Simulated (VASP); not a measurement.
# PtSe2 (P-3m1) in VASP: a series of runs

PtSe2 is run at these levels: PBE, r2SCAN; tasks: single point.

Program: VASP 6.6.1. These are calculated values, not measurements. Logs are shortened: lines on timing, memory, paths and dates and some standing lists are left out, and cuts for length are marked.

**1. The cell of the first run**

The structure is trigonal, space group P-3m1 (No. 164). Conventional cell: a = 3.677 Å, b = 3.677 Å, c = 5.204 Å, α = 90.00°, β = 90.00°, γ = 120.00°. Within 3.3 Å of Pt (site symmetry -3m) lie 6 Se at 2.50 Å. Se (site symmetry 3m) has 3 Pt at 2.50 Å within 3.3 Å.

**2. Single point, PBE (strain -1.4%)**

Contents of INCAR:

```
  PREC = Accurate
  ENCUT = 520
  EDIFF = 1E-7
  ISMEAR = -1
  SIGMA = 0.02
  LREAL = F
  LASPH = T
  NELM = 60
  ALGO = Normal
  ISIF = 2
  LWAVE = F
  LCHARG = F
  GGA = PE
  NBANDS = 18
```

Contents of KPOINTS:

```
regular mesh
0
Gamma
  12 12 6
```

Contents of POSCAR:

```
PtSe2
1.0
    3.6768221210      0.0000000000      0.0000000000
   -1.8384110605      3.1842213620      0.0000000000
    0.0000000000      0.0000000000      5.2038041547
Pt Se
1 2
Direct
    0.0000000000      0.0000000000      0.0000000000
    0.3333333333      0.6666666667      0.2538240282
    0.6666666667      0.3333333333      0.7461759718
```

Potentials or basis: VASP PAW PBE potentials, release 64 (Pt, Se).

Command:

```sh
> cat potpaw_PBE.64/Pt/POTCAR potpaw_PBE.64/Se/POTCAR > POTCAR
> mpirun -np 1 vasp_std > vasp.out
```

OUTCAR:

```text
PREC = Accurate
   ENCUT = 520
   EDIFF = 1E-7
   ISMEAR = -1
   LREAL = F
   LASPH = T
   NELM = 60
   ISIF = 2
   GGA = PE

 ion  position               nearest neighbor table
   1  0.000  0.000  0.000-   2 2.50   3 2.50   3 2.50   2 2.50   3 2.50   2 2.50
   2  0.333  0.667  0.254-   1 2.50   1 2.50   1 2.50
   3  0.667  0.333  0.746-   1 2.50   1 2.50   1 2.50

  LATTYP: Found a hexagonal cell.
 ALAT       =     3.6768221210
 C/A-ratio  =     1.4152994035

  Lattice vectors:

 A1 = (   3.6768221210,   0.0000000000,   0.0000000000)
 A2 = (  -1.8384110605,   3.1842213620,   0.0000000000)
 A3 = (   0.0000000000,   0.0000000000,   5.2038041547)

Analysis of symmetry for initial positions (statically):
=====================================================================
 Subroutine PRICEL returns:
 Original cell was already a primitive cell.

 Routine SETGRP: Setting up the symmetry group for a
 hexagonal supercell.

 Subroutine GETGRP returns: Found 12 space group operations
 (whereof 12 operations were pure point group operations)
 out of a pool of 24 trial point group operations.

The static configuration has the point symmetry D_3d.

Analysis of symmetry for dynamics (positions and initial velocities):
=====================================================================
 Subroutine PRICEL returns:
 Original cell was already a primitive cell.

 Routine SETGRP: Setting up the symmetry group for a
 hexagonal supercell.

 Subroutine GETGRP returns: Found 12 space group operations
 (whereof 12 operations were pure point group operations)
 out of a pool of 24 trial point group operations.

The dynamic configuration has the point symmetry D_3d.

 Subroutine INISYM returns: Found 12 space group operations
 (whereof 12 operations are pure point group operations),
 and found     1 'primitive' translations

----------------------------------------------------------------------------------------

                                     Primitive cell

  volume of cell :      60.9252

  direct lattice vectors                    reciprocal lattice vectors
     3.676822121  0.000000000  0.000000000     0.271973995  0.157024259  0.000000000
    -1.838411060  3.184221362  0.000000000     0.000000000  0.314048518  0.000000000
     0.000000000  0.000000000  5.203804155     0.000000000  0.000000000  0.192167109

  length of vectors
     3.676822121  3.676822121  5.203804155     0.314048518  0.314048518  0.192167109

  position of ions in fractional coordinates (direct lattice)
     0.000000000  0.000000000  0.000000000
     0.333333333  0.666666667  0.253824028
     0.666666667  0.333333333  0.746175972

  ion indices of the primitive-cell ions
   primitive index   ion index
                 1           1
                 2           2
                 3           3

----------------------------------------------------------------------------------------

 KPOINTS: regular mesh

Automatic generation of k-mesh.
 Grid dimensions read from file:
 generate k-points for:   12   12    6

 Generating k-lattice:

  Cartesian coordinates                     Fractional coordinates (reciprocal lattice)
     0.022664500  0.013085355  0.000000000     0.083333333  0.000000000  0.000000000
     0.000000000  0.026170710  0.000000000     0.000000000  0.083333333  0.000000000
     0.000000000  0.000000000  0.032027851     0.000000000  0.000000000  0.166666667

  Length of vectors
     0.026170710  0.026170710  0.032027851

  Shift w.r.t. Gamma in fractional coordinates (k-lattice)
     0.000000000  0.000000000  0.000000000

 Subroutine IBZKPT returns following result:
 ===========================================

 Found    100 irreducible k-points:

 Following reciprocal coordinates:
            Coordinates               Weight
  0.000000  0.000000  0.000000      1.000000
  0.083333 -0.000000  0.000000      6.000000
  0.166667  0.000000  0.000000      6.000000
  0.250000 -0.000000  0.000000      6.000000
  0.333333  0.000000  0.000000      6.000000
  0.416667  0.000000  0.000000      6.000000
[... 16 lines left out ...]
  0.166667  0.000000  0.166667      6.000000
  0.000000  0.166667  0.166667      6.000000
 [... further k-points ...]
   k-points           NKPTS =    100   k-points in BZ     NKDIM =    100   number of bands    NBANDS=     18
   number of dos      NEDOS =    301   number of ions     NIONS =      3
   total plane-waves  NPLWV =  31360
   dimension x,y,z NGX =    28 NGY =   28 NGZ =   40
   dimension x,y,z NGXF=    56 NGYF=   56 NGZF=   80
   ions per type =               1   2
   NGX,Y,Z   is equivalent  to a cutoff of  12.66, 12.66, 12.78 a.u.
   NGXF,Y,Z  is equivalent  to a cutoff of  25.32, 25.32, 25.56 a.u.
 SYSTEM =  unknown system
   PREC   = accura    normal or accurate (medium, high low for compatibility)
   ISTART =      0    job   : 0-new  1-cont  2-samecut
   ICHARG =      2    charge: 1-file 2-atom 10-const
   ISPIN  =      1    spin polarized calculation?
   LNONCOLLINEAR =      F non collinear calculations
   LSORBIT =      F    spin-orbit coupling
   LASPH  =      T    aspherical Exc in radial PAW
   ENCUT  =  520.0 eV  38.22 Ry    6.18 a.u.   6.84  6.84  9.68*2*pi/ulx,y,z
   NELM   =     60;   NELMIN=  2; NELMDL= -5     # of ELM steps
   EDIFF  = 0.1E-06   stopping-criterion for ELM
   LREAL  =      F    real-space projection
   EDIFFG = 0.1E-05   stopping-criterion for IOM
   NSW    =      0    number of steps for IOM
   IBRION =     -1    ionic relax: 0-MD 1-quasi-New 2-CG
   NFREE  =      0    steps in history (QN), initial steepest desc. (CG)
   ISIF   =      2    stress and relaxation
   ISYM   =      2    0-nonsym 1-usesym 2-fastsym
   POTIM  = 0.5000    time-step for ionic-motion
   TEBEG  =    0.0;   TEEND  =   0.0 temperature during run
   PSTRESS=    0.0 pullay stress
   NELECT =      22.0000    total number of electrons
   NUPDOWN=      -1.0000    fix difference up-down
   EMIN   =  10.00;   EMAX   =-10.00  energy-range for DOS
   EFERMI =   0.00;   METHOD = LEGACY
   ISMEAR =    -1;   SIGMA  =   0.02  broadening in eV -4-tet -1-fermi 0-gaus
   EFERMI_NEDOS =   21; number of points for ismear=-14 and -15
   IALGO  =     38    algorithm
   IMIX   =      4    mixing-type and parameters
     AMIX     =   0.40;   BMIX     =  1.00
     AMIX_MAG =   1.60;   BMIX_MAG =  1.00
  volume/ion in A,a.u.               =      20.31       137.05
  Fermi-wavevector in a.u.,A,eV,Ry     =   1.165780  2.203006 18.490919  1.359044
  Thomas-Fermi vector in A             =   2.302302
   LORBIT       =      0    0 simple, 1 ext, 2 COOP (PROOUT), +10 PAW based schemes
   GGA     = PE    functional components
[... 5 lines left out ...]
 non-spin polarized calculation
  energy-cutoff  :      520.00
  volume of cell :       60.93
 maximum number of plane-waves:      1660
   NGX = 13   NGY = 13   NGZ = 19

 number of electron      22.0000002 magnetization

 Free energy of the ion-electron system (eV)
  ---------------------------------------------------
  ext. energy  EPLUGINS =         0.00000000
  ---------------------------------------------------
  free energy    TOTEN  =       -14.17509837 eV

  energy without entropy =      -14.17406423  energy(sigma->0) =      -14.17458130

 E-fermi :   6.5392     XC(G=0): -10.6250

 val. band max:        6.5215871168   @ k =   0.0000   0.1667   0.1667
 cond. band min:       6.5630525462   @ k =   0.0000   0.2500   0.3333
 fundamental gap:      0.0414654294
 Fermi energy:         6.5391794436

 k-point     1 :       0.0000    0.0000    0.0000
  band No.  band energies     occupation
      1      -9.1310      2.00000
      2      -6.5101      2.00000
      3      -0.7688      2.00000
      4       0.1951      2.00000
      5       0.1951      2.00000
      6       2.5034      2.00000
[... 10 lines left out ...]
     17      13.9702      0.00000
     18      18.6036      0.00000

 k-point     2 :       0.0833   -0.0000    0.0000
  band No.  band energies     occupation
      1      -9.0513      2.00000
      2      -6.5346      2.00000
      3      -0.6716      2.00000
      4       0.2331      2.00000
      5       0.2432      2.00000
      6       2.3991      2.00000
[... 10 lines left out ...]
     17      14.2363      0.00000
     18      17.1299      0.00000

 k-point     3 :       0.1667    0.0000    0.0000
  band No.  band energies     occupation
      1      -8.8203      2.00000
      2      -6.6039      2.00000
      3      -0.3939      2.00000
      4       0.3540      2.00000
      5       0.3735      2.00000
      6       2.0013      2.00000
[... 10 lines left out ...]
     17      14.8563      0.00000
     18      15.5690      0.00000

 k-point     4 :       0.2500   -0.0000    0.0000
  band No.  band energies     occupation
      1      -8.4646      2.00000
      2      -6.7080      2.00000
      3      -0.0123      2.00000
      4       0.5384      2.00000
      5       0.5741      2.00000
      6       1.2700      2.00000
[... 10 lines left out ...]
     17      14.8296      0.00000
     18      14.9791      0.00000

 k-point     5 :       0.3333    0.0000    0.0000
  band No.  band energies     occupation
      1      -8.0341      2.00000
      2      -6.8398      2.00000
      3      -0.0275      2.00000
      4       0.6656      2.00000
      5       0.6947      2.00000
      6       1.1665      2.00000
[... 10 lines left out ...]
     17      14.4622      0.00000
     18      15.6804      0.00000

 k-point     6 :       0.4167    0.0000    0.0000
  band No.  band energies     occupation
      1      -7.6044      2.00000
      2      -7.0093      2.00000
      3      -0.5979      2.00000
      4       0.7186      2.00000
      5       0.9679      2.00000
      6       1.7986      2.00000
[... 307 lines left out ...]
 k-point    21 :       0.0833   -0.0000    0.1667
  band No.  band energies     occupation
      1      -8.9524      2.00000
      2      -6.7585      2.00000
      3      -0.3728      2.00000
      4       0.2622      2.00000
      5       0.2688      2.00000
      6       2.4043      2.00000
[... 10 lines left out ...]
     17      13.8852      0.00000
     18      16.1576      0.00000

 k-point    22 :       0.0000    0.0833    0.1667
  band No.  band energies     occupation
      1      -8.9536      2.00000
      2      -6.7548      2.00000
      3      -0.3926      2.00000
      4       0.2380      2.00000
      5       0.3032      2.00000
      6       2.3708      2.00000
[... 10 lines left out ...]
     17      14.4575      0.00000
     18      16.0766      0.00000

 k-point    23 :       0.1667    0.0000    0.1667
  band No.  band energies     occupation
      1      -8.7211      2.00000
      2      -6.8029      2.00000
      3      -0.2165      2.00000
      4       0.4112      2.00000
      5       0.4283      2.00000
      6       2.0548      2.00000
[... 10 lines left out ...]
     17      14.3250      0.00000
     18      15.0866      0.00000

 k-point    24 :       0.0000    0.1667    0.1667
  band No.  band energies     occupation
      1      -8.7311      2.00000
      2      -6.7756      2.00000
      3      -0.3528      2.00000
      4       0.3471      2.00000
      5       0.5668      2.00000
      6       1.8883      2.00000
[... 10 lines left out ...]
     17      14.9408      0.00000
     18      15.3963      0.00000

 [... further k-points ...]
[... 5 lines left out ...]
  --------------------------------------------------------------------------------------
  -------------------------------------------------------------------------------------
  Total        3.1899183      3.1899183      1.5467787      0.0000000      0.0000000      0.0000000
  in kB       83.8867421     83.8867421     40.6763483      0.0000000      0.0000000      0.0000000
  external PRESSURE =      69.4832775 kB  Pullay stress =       0.0000000 kB

 VOLUME and BASIS-vectors are now :
 -----------------------------------------------------------------------------
  energy-cutoff  :      520.00
  volume of cell :       60.93
      direct lattice vectors                 reciprocal lattice vectors
     3.676822121  0.000000000  0.000000000     0.271973995  0.157024259  0.000000000
    -1.838411060  3.184221362  0.000000000     0.000000000  0.314048518  0.000000000
     0.000000000  0.000000000  5.203804155     0.000000000  0.000000000  0.192167109

 POSITION                                       TOTAL-FORCE (eV/Angst)
 -----------------------------------------------------------------------------------
      0.00000      0.00000      0.00000        -0.000000      0.000000      0.000000
     -0.00000      2.12281      1.32085         0.000000      0.000000      0.217417
      1.83841      1.06141      3.88295        -0.000000      0.000000     -0.217417
 -----------------------------------------------------------------------------------
    total drift:                               -0.000000     -0.000000     -0.000000

  FREE ENERGIE OF THE ION-ELECTRON SYSTEM (eV)
  ---------------------------------------------------
  free  energy   TOTEN  =       -14.1750983739 eV

  energy  without entropy=      -14.1740642273  energy(sigma->0) =      -14.17458130
```

Wall time 42 s (1 thread of Intel Xeon Platinum 8559C (Emerald Rapids), shared host); peak memory 0.25 GiB.

Results:

| Quantity | Value |
| --- | --- |
| Free energy | -14.1751 eV |
| Pressure | 6.9 GPa |
| Largest force | 0.217 eV/Å |
| Band gap on the k mesh | zero (band 11 reaches 6.83 eV, above the bottom of band 12 at 6.48 eV) |

Forces in eV/Å, atoms in the order of the input:
```
Pt   0.000  0.000  0.000
Se   0.000  0.000  0.217
Se   0.000  0.000 -0.217
```

Stress tensor (GPa, compression positive):
```
8.39 0.00 0.00
0.00 8.39 0.00
0.00 0.00 4.07
```

Levels at points of the mesh, in eV from the Fermi level:
```csv
k point,band 8,band 9,band 10,band 11,band 12,band 13,band 14,band 15
"(0.00, 0.00, 0.00)",-2.78,-0.98,-0.98,0.29,1.44,1.44,3.76,4.23
"(0.50, 0.00, 0.00)",-3.44,-3.40,-3.35,-2.99,0.61,2.24,4.82,5.68
"(0.00, 0.00, 0.50)",-3.11,-1.83,-1.40,-1.40,2.24,2.24,4.80,6.37
"(0.50, 0.00, 0.50)",-3.45,-3.16,-2.68,-1.55,0.93,1.59,4.30,4.66
```

Caveat: the cell differs from its parent crystal (strain -1.4%); spin-orbit coupling is left out, which moves the levels of the heavy elements.

**3. Single point, r2SCAN (strain -1.4%)**

POSCAR is that of step 2.

Contents of INCAR.step1:

```
PREC     = Accurate       # precision mode
ENCUT    = 520            # plane-wave cutoff, eV
ISMEAR   = -1             # smearing method
SIGMA    = 0.02           # smearing width, eV
LREAL    = F              # projectors in reciprocal space
LASPH    = T              # aspherical terms in the spheres
NELM     = 60             # most SCF steps
NBANDS   = 18             # bands
GGA      = PE             # functional
ALGO     = Normal         # electronic algorithm
EDIFF    = 1E-4           # SCF threshold, eV
LWAVE    = T              # write WAVECAR
LCHARG   = F              # write CHGCAR
```

Contents of INCAR.step2:

```
PREC     = Accurate       # precision mode
ENCUT    = 520            # plane-wave cutoff, eV
EDIFF    = 1E-6           # SCF threshold, eV
ISMEAR   = -1             # smearing method
SIGMA    = 0.02           # smearing width, eV
LREAL    = F              # projectors in reciprocal space
LASPH    = T              # aspherical terms in the spheres
NELM     = 60             # most SCF steps
ALGO     = Normal         # electronic algorithm
ISIF     = 2              # what is computed and relaxed
LWAVE    = F              # write WAVECAR
LCHARG   = F              # write CHGCAR
METAGGA  = R2SCAN         # meta-GGA
LMIXTAU  = T            
NBANDS   = 18             # bands
ISTART   = 1
```

Contents of KPOINTS:

```
Automatic mesh
0
Gamma
  12 12 6
```

Potentials or basis: VASP PAW PBE potentials, release 64 (Pt, Se).

Command:

```sh
> cat potpaw_PBE.64/Pt/POTCAR potpaw_PBE.64/Se/POTCAR > POTCAR
> cp INCAR.step1 INCAR
> mpirun -np 1 vasp_std > vasp.out
> cp INCAR.step2 INCAR
> mpirun -np 1 vasp_std > vasp.out
```

Run time: 2.8 min. Hardware: 1 thread of Intel Xeon Platinum 8559C (Emerald Rapids), shared host; peak memory 0.26 GiB.

It converged, with:

```
Free energy            : -81.4213 eV
Pressure               : 4.7 GPa
Largest force          : 0.018 eV/Å
Band gap on the k mesh : zero (band 11 reaches 6.59 eV, above the bottom of band 12 at 6.38 eV)
```

Forces on the atoms (eV/Å):
```
Pt   0.000  0.000  0.000
Se   0.000  0.000 -0.018
Se   0.000  0.000  0.018
```

Stress tensor (GPa, compression positive):
```
5.57 0.00 0.00
0.00 5.57 0.00
0.00 0.00 2.85
```

Levels at points of the mesh, in eV from the Fermi level:
| k point | band 9 | band 10 | band 11 | band 12 | band 13 | band 14 |
| --- | --- | --- | --- | --- | --- | --- |
| (0.00, 0.00, 0.00) | -1.13 | -1.13 | 0.22 | 1.48 | 1.48 | 4.17 |
| (0.50, 0.00, 0.00) | -3.64 | -3.56 | -3.18 | 0.69 | 2.29 | 5.08 |
| (0.00, 0.00, 0.50) | -1.92 | -1.56 | -1.56 | 2.29 | 2.29 | 5.22 |
| (0.50, 0.00, 0.50) | -3.42 | -2.87 | -1.67 | 0.96 | 1.71 | 4.58 |

Caveat: the cell differs from its parent crystal (strain -1.4%); the PAW data sets were made with another functional, which shifts forces and pressure a little; spin-orbit coupling is left out, which moves the levels of the heavy elements.
